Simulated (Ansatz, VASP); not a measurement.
HfO2: VASP beside Ansatz

Contents of INCAR:

```
  PREC = Accurate
  ENCUT = 520
  EDIFF = 1E-6
  ISMEAR = -5
  SIGMA = 0.05
  LREAL = False
  LASPH = True
  NELM = 150
  ALGO = Normal
  ISIF = 2
  LWAVE = False
  LCHARG = False
  LMAXMIX = 4
  LDAU = True
  LDAUTYPE = 2
  LDAUL = 2 -1
  LDAUU = 6.5 0
  LDAUJ = 0 0
  LDAUPRINT = 1
  GGA = PS
  IVDW = 12
  NBANDS = 18
```

Contents of KPOINTS:

```
Automatic mesh
0
Gamma
  9 9 9
```

Contents of POSCAR:

```
HfO2
1.0
    0.0000000000      2.5911551753      2.5911551753
    2.5911551753      0.0000000000      2.5911551753
    2.5911551753      2.5911551753      0.0000000000
Hf O
1 2
Direct
    0.0000000000      0.0000000000      0.0000000000
    0.7500000000      0.7500000000      0.7500000000
    0.2500000000      0.2500000000      0.2500000000
```

Contents of input.yaml:

```yaml
crystal:
  lattice:
    - [0.0, 2.5911551753, 2.5911551753]
    - [2.5911551753, 0.0, 2.5911551753]
    - [2.5911551753, 2.5911551753, 0.0]
  atoms:
    - { symbol: Hf, position: [0.0, 0.0, 0.0] }
    - { symbol: O, position: [0.75, 0.75, 0.75] }
    - { symbol: O, position: [0.25, 0.25, 0.25] }
hamiltonian:
  xc: pbesol
  pseudopotentials: { kind: paw }
  dispersion: d3bj
  hubbard: { sites: [{ species: Hf, l: d, u_eff: 6.5 }] }
kpoints:
  mp_grid: { grid: [9, 9, 9] }
scf:
  occupations: { method: tetrahedron }
output:
  forces: true
  stress: true
```

Alike in both runs: task single point; functional PBEsol; dispersion D3(BJ); k mesh 9 × 9 × 9; occupations tetrahedron; no spin polarisation; Hubbard terms Hf d U = 6.5 eV.

```csv
,VASP,Ansatz
version,VASP 6.6.1,Ansatz 0.2.0
potentials or method,"VASP PAW PBE potentials, release 64 (Hf_pv, O)",Ansatz PAW
plane-wave cutoff (eV),520,420
valence electrons in the cell,22,38
```

```tsv
	VASP	Ansatz	Ansatz less VASP
gap on the k mesh at the Fermi level (eV)	4.39	4.74	+0.351
least direct gap on the mesh (eV)	4.51	4.94	+0.426
pressure (GPa)	-8.2	-11.6	-3.38
```

VASP's potentials were made for PBE, not for PBEsol. The programs project onto different local orbitals, so the same U acts differently, and such runs can settle in different states. VASP's potentials hold 22 valence electrons a cell and Ansatz's 38, so a difference there can come from the potentials and not from the codes.

Neither program's run includes spin-orbit coupling. Noted on Ansatz's run: odd divisions of the mesh miss points on the zone boundary, where band edges often lie, so the gap on the mesh can be too wide.
